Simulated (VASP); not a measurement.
A run of VASP 6.6.1 is set up as follows.

File POSCAR:

```
LiCl
1.0
    0.0000000000      2.5647612402      2.5647612402
    2.5647612402      0.0000000000      2.5647612402
    2.5647612402      2.5647612402      0.0000000000
Li Cl
1 1
Direct
    0.0000000000      0.0000000000      0.0000000000
    0.5000000000      0.5000000000      0.5000000000
```

INCAR.step1

```
SYSTEM = LiCl
  PREC = Accurate
  ENCUT = 520
  ISMEAR = 0
  SIGMA = 0.05
  LREAL = .FALSE.
  LASPH = .TRUE.
  NELM = 100
  NBANDS = 12
  GGA = PE
  ALGO = Normal
  EDIFF = 1E-4
  LWAVE = .TRUE.
  LCHARG = .FALSE.
```

Contents of INCAR.step2:

```
SYSTEM = LiCl
  PREC = Accurate
  ENCUT = 520
  EDIFF = 1E-6
  ISMEAR = 0
  SIGMA = 0.05
  LREAL = .FALSE.
  LASPH = .TRUE.
  NELM = 100
  ALGO = Normal
  ISIF = 2
  LWAVE = .FALSE.
  LCHARG = .TRUE.
  METAGGA = R2SCAN
  LMIXTAU = .TRUE.
  LELF = .TRUE.
  LVHAR = .TRUE.
  NBANDS = 12
  ISTART = 1
```

Contents of KPOINTS:

```
Automatic mesh
0
G
  12 12 12
  0 0 0
```

Potentials or basis: VASP PAW PBE potentials, release 64 (Li_sv, Cl).

Command:

```bash
$ cat potpaw_PBE.64/Li_sv/POTCAR potpaw_PBE.64/Cl/POTCAR > POTCAR
$ cp INCAR.step1 INCAR
$ mpirun -np 1 vasp_std > vasp.out
$ cp INCAR.step2 INCAR
$ mpirun -np 1 vasp_std > vasp.out
```

**Question.** Predict the band gap on the k mesh.

**Answer.** 7.30 eV, direct.

 A k mesh can miss the band edges.
